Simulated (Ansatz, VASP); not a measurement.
# Two plane-wave programs on Al

```
Al
1.0
     2.81246    0.00000    0.00000
    -1.40623    2.43566    0.00000
     0.00000    0.00000    4.86685
Al
2
Direct
  0.66667 0.33333 0.75000
  0.33333 0.66667 0.25000
```

Alike in both runs: task single point; functional RPBE; k mesh 9 × 9 × 6; occupations gaussian, width 0.1 eV; no spin polarisation.

|  | VASP | Ansatz |
| --- | --- | --- |
| version | VASP 6.6.1 | Ansatz 0.2.0 |
| potentials or method | VASP PAW PBE potentials, release 64 (Al), cutoff 500 eV | scalar-relativistic, plane waves, PAW |
| valence electrons in the cell | 6 | 6 |

VASP gave:

```
gap on the k mesh at the Fermi level (eV)                     : none
pressure (GPa)                                                : 1.4
traceless stress, the component that is largest in VASP (GPa) : -0.79
```

What did Ansatz give for the same quantities?

gap on the k mesh at the Fermi level (eV): none; pressure (GPa): 1.6; traceless stress, the component that is largest in VASP (GPa): -0.81.

VASP's potentials were made for PBE, not for RPBE. A gap of «none» marks a metal or a gap that the smearing closes.
